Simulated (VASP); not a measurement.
Write the native input for VASP 6.6.1 that does the following.

```yaml
Task: single point
Functional: PBE
Potentials_or_basis: VASP PAW PBE potentials, release 64 (Ba_sv)
Cutoff: 520 eV
k_mesh: 14 × 14 × 14
Occupations: gaussian, width 0.15 eV
Spin: no spin polarisation
Dipole_correction: no
Further_INCAR_settings: ALGO = Normal; EDIFF = 1e-07; NBANDS = 11
```

The structure of Ba lies in POSCAR:

```
Ba
1.0
   -2.4250000000      2.4250000000      2.4250000000
    2.4250000000     -2.4250000000      2.4250000000
    2.4250000000      2.4250000000     -2.4250000000
Ba
1
Direct
    0.0000000000      0.0000000000      0.0000000000
```

This cell differs from its parent crystal: strain -0.030 along x and y, -0.030 along z.

These files were run (other wordings do the same):

INCAR

```
SYSTEM = Ba
ALGO = Normal ; EDIFF = 1E-7
ENCUT = 520 ; GGA = PE
ISIF = 2 ; ISMEAR = 0
LASPH = .True. ; LCHARG = .True.
LELF = .True. ; LREAL = .False.
LVHAR = .True. ; LWAVE = .False.
NBANDS = 11 ; NELM = 60
PREC = Accurate ; SIGMA = 0.15
```

KPOINTS

```
k-points
0
Gamma
  14 14 14
  0 0 0
```

Potentials or basis: VASP PAW PBE potentials, release 64 (Ba_sv).

The run is started by

```console
$ cat potpaw_PBE.64/Ba_sv/POTCAR > POTCAR
$ mpirun -np 1 vasp_std > vasp.out
```

It gave:

* Pressure: 1.1 GPa
* Band gap on the k mesh: zero (bands 5 and 6 overlap by 1.22 eV)

Caveat: the cell differs from its parent crystal (strain -0.030 along x and y, -0.030 along z); spin-orbit coupling is left out, which moves the levels of the heavy elements.

Wall time 20 s on 1 thread of Intel(R) Xeon(R) 6975P-C (Granite Rapids) (shared host), peak memory 0.21 GiB.
